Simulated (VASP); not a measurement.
A run of VASP 6.6.1:

INCAR

```
SYSTEM = C
PREC = Accurate
ENCUT = 520
EDIFF = 1E-7
ISMEAR = 0
SIGMA = 0.02
LREAL = .False.
LASPH = .True.
NELM = 100
ALGO = Normal
ISIF = 2
LWAVE = .False.
LCHARG = .False.
GGA = PE
NBANDS = 36
```

File KPOINTS:

```
Automatic mesh
0
Gamma
  8 8 6
  0 0 0
```

POSCAR

```
C
1.0
    4.7349786314     -1.9049013999      0.0051275924
    4.7349786314      1.9049013999      0.0051275924
   -2.0469803560      0.0000000000      5.8988020752
C
12
Direct
    0.9787689285      0.3007892488      0.6953856235
    0.9440215820      0.3049607534      0.1868751444
    0.6992107512      0.0212310715      0.3046143765
    0.6950392466      0.0559784180      0.8131248556
    0.2869145254      0.2442461791      0.2602613975
    0.3932046981      0.0431914557      0.7317713932
    0.6984328784      0.3015671216      0.5000000000
    0.6777583474      0.3222416526      0.0000000000
    0.6882537093      0.3077163051      0.7358262316
    0.6922836949      0.3117462907      0.2641737684
    0.9568085443      0.6067953019      0.2682286068
    0.7557538209      0.7130854746      0.7397386025
```

Potentials or basis: VASP PAW PBE potentials, release 64 (C).

The run is started by

```console
$ cat potpaw_PBE.64/C/POTCAR > POTCAR
$ mpirun -np 1 vasp_std > vasp.out
```

Hardware: 1 thread of Intel(R) Xeon(R) Platinum 8488C (Sapphire Rapids), with other jobs on the host.

**Question.** Estimate the wall time of this run.

**Answer.** Run time: 7.7 min on 1 thread of Intel(R) Xeon(R) Platinum 8488C (Sapphire Rapids), with other jobs on the host, peak memory 0.43 GiB. Counts: scf iterations 15, k points 114.
